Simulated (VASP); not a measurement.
# NbC (lda) (Fm-3m) in VASP: a series of runs

The runs below take NbC (lda) through single point, relaxation of cell and atoms, with LDA.

Everything below comes from runs of VASP 6.6.1. Logs are shortened: lines on timing, memory, paths and dates and some standing lists are left out, and cuts for length are marked.

## (1) The cell of the first run

Symmetry: Fm-3m, No. 225, cubic system. Conventional cell: a = 4.508 Å, b = 4.508 Å, c = 4.508 Å, α = 90.00°, β = 90.00°, γ = 90.00°. Within 3.0 Å of Nb (site symmetry m-3m) lie 6 C at 2.25 Å. Within 3.0 Å of C (site symmetry m-3m) lie 6 Nb at 2.25 Å.

## (2) Single point, LDA

File INCAR:

```
PREC = Accurate
ENCUT = 600
EDIFF = 1E-6
ISMEAR = 0
SIGMA = 0.1
LREAL = False
LASPH = True
NELM = 120
ALGO = Normal
ISIF = 2
LWAVE = False
LCHARG = True
LELF = True
LVHAR = True
NBANDS = 16
GGA_COMPAT = False
```

File KPOINTS:

```
regular mesh
0
Gamma
  8 8 8
```

File POSCAR:

```
NbC
1.0
    0.0000000000      2.2540454600      2.2540454600
    2.2540454600      0.0000000000      2.2540454600
    2.2540454600      2.2540454600      0.0000000000
Nb C
1 1
Direct
    0.0000000000      0.0000000000      0.0000000000
    0.5000000000      0.5000000000      0.5000000000
```

Potentials or basis: VASP PAW LDA potentials, release 64 (Nb_sv, C).

Run with:

```
> cat potpaw_LDA.64/Nb_sv/POTCAR potpaw_LDA.64/C/POTCAR > POTCAR
> mpirun -np 1 vasp_std > vasp.out
```

OUTCAR:

```text
PREC = Accurate
   ENCUT = 600
   EDIFF = 1E-6
   ISMEAR = 0
   LREAL = False
   LASPH = True
   NELM = 120
   ISIF = 2

 ion  position               nearest neighbor table
   1  0.000  0.000  0.000-   2 2.25   2 2.25   2 2.25   2 2.25   2 2.25   2 2.25
   2  0.500  0.500  0.500-   1 2.25   1 2.25   1 2.25   1 2.25   1 2.25   1 2.25

  LATTYP: Found a face centered cubic cell.
 ALAT       =     4.5080909200

  Lattice vectors:

 A1 = (   0.0000000000,   2.2540454600,   2.2540454600)
 A2 = (   2.2540454600,   0.0000000000,   2.2540454600)
 A3 = (   2.2540454600,   2.2540454600,   0.0000000000)

Analysis of symmetry for initial positions (statically):
=====================================================================
 Subroutine PRICEL returns:
 Original cell was already a primitive cell.

 Routine SETGRP: Setting up the symmetry group for a
 face centered cubic supercell.

 Subroutine GETGRP returns: Found 48 space group operations
 (whereof 48 operations were pure point group operations)
 out of a pool of 48 trial point group operations.

The static configuration has the point symmetry O_h .

Analysis of symmetry for dynamics (positions and initial velocities):
=====================================================================
 Subroutine PRICEL returns:
 Original cell was already a primitive cell.

 Routine SETGRP: Setting up the symmetry group for a
 face centered cubic supercell.

 Subroutine GETGRP returns: Found 48 space group operations
 (whereof 48 operations were pure point group operations)
 out of a pool of 48 trial point group operations.

The dynamic configuration has the point symmetry O_h .

 Subroutine INISYM returns: Found 48 space group operations
 (whereof 48 operations are pure point group operations),
 and found     1 'primitive' translations

----------------------------------------------------------------------------------------

                                     Primitive cell

  volume of cell :      22.9044

  direct lattice vectors                    reciprocal lattice vectors
     0.000000000  2.254045460  2.254045460    -0.221823388  0.221823388  0.221823388
     2.254045460  0.000000000  2.254045460     0.221823388 -0.221823388  0.221823388
     2.254045460  2.254045460  0.000000000     0.221823388  0.221823388 -0.221823388

  length of vectors
     3.187701660  3.187701660  3.187701660     0.384209378  0.384209378  0.384209378

[... 73 lines left out ...]
   ICHARG =      2    charge: 1-file 2-atom 10-const
   ISPIN  =      1    spin polarized calculation?
   LNONCOLLINEAR =      F non collinear calculations
   LSORBIT =      F    spin-orbit coupling
   LASPH  =      T    aspherical Exc in radial PAW
   ENCUT  =  600.0 eV  44.10 Ry    6.64 a.u.   6.37  6.37  6.37*2*pi/ulx,y,z
   NELM   =    120;   NELMIN=  2; NELMDL= -5     # of ELM steps
   EDIFF  = 0.1E-05   stopping-criterion for ELM
   LREAL  =      F    real-space projection
   EDIFFG = 0.1E-04   stopping-criterion for IOM
   NSW    =      0    number of steps for IOM
   IBRION =     -1    ionic relax: 0-MD 1-quasi-New 2-CG
   NFREE  =      0    steps in history (QN), initial steepest desc. (CG)
   ISIF   =      2    stress and relaxation
   ISYM   =      2    0-nonsym 1-usesym 2-fastsym
   POTIM  = 0.5000    time-step for ionic-motion
   TEBEG  =    0.0;   TEEND  =   0.0 temperature during run
   PSTRESS=    0.0 pullay stress
   NELECT =      17.0000    total number of electrons
   NUPDOWN=      -1.0000    fix difference up-down
   EMIN   =  10.00;   EMAX   =-10.00  energy-range for DOS
   EFERMI =   0.00;   METHOD = LEGACY
   ISMEAR =     0;   SIGMA  =   0.10  broadening in eV -4-tet -1-fermi 0-gaus
   EFERMI_NEDOS =   21; number of points for ismear=-14 and -15
   IALGO  =     38    algorithm
   IMIX   =      4    mixing-type and parameters
     AMIX     =   0.40;   BMIX     =  1.00
     AMIX_MAG =   1.60;   BMIX_MAG =  1.00
  volume/ion in A,a.u.               =      11.45        77.28
  Fermi-wavevector in a.u.,A,eV,Ry     =   1.482240  2.801027 29.892473  2.197035
  Thomas-Fermi vector in A             =   2.596050
   LORBIT       =      0    0 simple, 1 ext, 2 COOP (PROOUT), +10 PAW based schemes
   GGA     = CA    functional components
   LHFCALC =     F    Hartree Fock is set to
   AEXX    =    0.0000 exact exchange contribution
   IVDW    =     0    specifies the selected vdW correction
   LEPSILON=     F    determine dielectric tensor
   LRPA    =     F    only Hartree local field effects (RPA)
 non-spin polarized calculation
 Gauss-broadening in eV      SIGMA  =   0.10
  energy-cutoff  :      600.00
  volume of cell :       22.90
 maximum number of plane-waves:       778
 NGX is ok and might be reduce to    28
   NGX = 13   NGY = 13   NGZ = 13

 number of electron      17.0000000 magnetization

 Free energy of the ion-electron system (eV)
  ---------------------------------------------------
  ext. energy  EPLUGINS =         0.00000000
  ---------------------------------------------------
  free energy    TOTEN  =       -22.57669328 eV

  energy without entropy =      -22.57245893  energy(sigma->0) =      -22.57457610

 E-fermi :  12.1635     XC(G=0): -13.1573

 val. band max:       11.9177497735   @ k =   0.3750   0.1250   0.0000
 cond. band min:      12.1889038814   @ k =  -0.2500   0.1250   0.0000
 fundamental gap:      0.2711541079
 Fermi energy:        12.1634767883

 k-point     1 :       0.0000    0.0000    0.0000
  band No.  band energies     occupation
      1     -43.4238      2.00000
      2     -19.3172      2.00000
      3     -19.3172      2.00000
      4     -19.3172      2.00000
      5      -1.1057      2.00000
      6      10.7501      2.00000
[... 433 lines left out ...]
      3     -19.5987      2.00000
      4     -19.4628      2.00000
      5       1.6867      2.00000
      6       5.7519      2.00000
[... 8 lines left out ...]
     15      25.0328      0.00000
     16      25.6403      0.00000

 [... further k-points ...]
[... 5 lines left out ...]
  --------------------------------------------------------------------------------------
  -------------------------------------------------------------------------------------
  Total       -2.3271687     -2.3271687     -2.3271687      0.0000000      0.0000000     -0.0000000
  in kB     -162.7872714   -162.7872714   -162.7872714      0.0000000      0.0000000     -0.0000000
  external PRESSURE =    -162.7872714 kB  Pullay stress =       0.0000000 kB

 VOLUME and BASIS-vectors are now :
 -----------------------------------------------------------------------------
  energy-cutoff  :      600.00
  volume of cell :       22.90
      direct lattice vectors                 reciprocal lattice vectors
     0.000000000  2.254045460  2.254045460    -0.221823388  0.221823388  0.221823388
     2.254045460  0.000000000  2.254045460     0.221823388 -0.221823388  0.221823388
     2.254045460  2.254045460  0.000000000     0.221823388  0.221823388 -0.221823388

 POSITION                                       TOTAL-FORCE (eV/Angst)
 -----------------------------------------------------------------------------------
      0.00000      0.00000      0.00000         0.000000     -0.000000      0.000000
      2.25405      2.25405      2.25405        -0.000000      0.000000     -0.000000
 -----------------------------------------------------------------------------------
    total drift:                               -0.000000      0.000000      0.000000

  FREE ENERGIE OF THE ION-ELECTRON SYSTEM (eV)
  ---------------------------------------------------
  free  energy   TOTEN  =       -22.5766932770 eV

  energy  without entropy=      -22.5724589314  energy(sigma->0) =      -22.57457610
```

Run time: 13 s. Hardware: 1 thread of Intel Xeon Platinum 8259CL at 2.50GHz (Skylake/Cascade Lake), shared host; peak memory 0.14 GiB.

What came out:

```yaml
Free_energy: -22.5767 eV
Pressure: -16.3 GPa
```

## (3) Single point, LDA

This run uses another cell than the first one, of 10.85 Å³/atom, 0.947 times its volume.

File INCAR:

```
PREC = Accurate ; ENCUT = 600
EDIFF = 1E-6 ; ISMEAR = 0
SIGMA = 0.1 ; LREAL = False
LASPH = True ; NELM = 120
ALGO = Normal ; ISIF = 2
LWAVE = False ; LCHARG = True
LELF = True ; LVHAR = True
NBANDS = 16 ; GGA_COMPAT = False
```

File KPOINTS:

```
Automatic mesh
0
Gamma
  8 8 8
```

File POSCAR:

```
NbC
1.0
    0.0000000000      2.2138163759      2.2138163759
    2.2138163759      0.0000000000      2.2138163759
    2.2138163759      2.2138163759      0.0000000000
Nb C
1 1
Direct
    0.0000000000      0.0000000000      0.0000000000
    0.5000000000      0.5000000000      0.5000000000
```

Potentials or basis: VASP PAW LDA potentials, release 64 (Nb_sv, C).

Run with:

```
> cat potpaw_LDA.64/Nb_sv/POTCAR potpaw_LDA.64/C/POTCAR > POTCAR
> mpirun -np 1 vasp_std > vasp.out
```

Run time: 12 s. Hardware: 1 thread of Intel Xeon Platinum 8259CL at 2.50GHz (Skylake/Cascade Lake), shared host; peak memory 0.14 GiB.

Results (log left out):

* Free energy: -22.6395 eV
* Pressure: -0.2 GPa

Levels at points of the mesh, in eV from the Fermi level:
| k point | band 6 | band 7 | band 8 | band 9 | band 10 | band 11 | band 12 | band 13 |
| --- | --- | --- | --- | --- | --- | --- | --- | --- |
| (0.00, 0.00, 0.00) | -1.52 | -1.52 | -1.52 | -0.37 | -0.37 | -0.37 | 0.23 | 0.23 |
| (0.50, 0.00, 0.00) | -7.86 | -5.40 | -5.40 | 2.09 | 2.09 | 3.57 | 5.77 | 9.09 |
| (0.50, 0.50, 0.00) | -4.49 | -3.93 | -1.42 | -1.42 | 1.95 | 3.24 | 3.24 | 6.76 |

[end of part 1 of 2]
